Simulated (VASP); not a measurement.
Write the native input for VASP 6.6.1 that does the following.

```yaml
Task: relaxation of cell and atoms
Functional: PBE
Potentials_or_basis: VASP PAW PBE potentials, release 64 (Pb_d, F)
Cutoff: 600 eV
k_mesh: 8 × 8 × 8
Occupations: fermi-dirac, width 0.05 eV
Spin: no spin polarisation
Dipole_correction: no
Further_INCAR_settings: ALGO = Normal; EDIFF = 1e-07; IBRION = 2; EDIFFG = -0.01; NSW = 60; ISIF = 3
```

The structure of PbF2 lies in POSCAR:

```
PbF2
1.0
    0.0000000000      2.9636600000      2.9636600000
    2.9636600000      0.0000000000      2.9636600000
    2.9636600000      2.9636600000      0.0000000000
Pb F
1 2
Direct
    0.0000000000      0.0000000000      0.0000000000
    0.7500000000      0.7500000000      0.7500000000
    0.2500000000      0.2500000000      0.2500000000
```

These files were run (other wordings do the same):

INCAR

```
ALGO = Normal ; EDIFF = 1E-7
EDIFFG = -0.01 ; ENCUT = 600
GGA = PE ; GGA_COMPAT = False
IBRION = 2 ; ISIF = 3
ISMEAR = -1 ; LASPH = True
LCHARG = False ; LREAL = False
LWAVE = False ; NELM = 120
NELMIN = 4 ; NSW = 60
PREC = Accurate ; SIGMA = 0.05
```

KPOINTS

```
k-points
0
Gamma
  8 8 8
```

Potentials or basis: VASP PAW PBE potentials, release 64 (Pb_d, F).

Launch:

```console
$ cat potpaw_PBE.64/Pb_d/POTCAR potpaw_PBE.64/F/POTCAR > POTCAR
$ mpirun -np 1 vasp_std > vasp.out
```

It gave:

```
Relaxed volume                        : 17.95 Å³/atom
Relaxed cell                          : a = 4.239 Å, b = 4.239 Å, c = 4.239 Å, α = 60.00°, β = 60.00°, γ = 60.00°
Space group after relaxing (to 0.1 Å) : Fm-3m (No. 225)
Energy gained by relaxing             : 4.4 meV/atom
Ionic steps                           : 3
Pressure after relaxing               : 0.0 GPa
Band gap on the k mesh                : 4.42 eV (least direct gap 4.56 eV)
```

Caveat: spin-orbit coupling is left out, which moves the levels of the heavy elements.

Wall time 38 s on 1 thread of Intel(R) Xeon(R) 6975P-C (Granite Rapids) (shared host), peak memory 0.22 GiB.
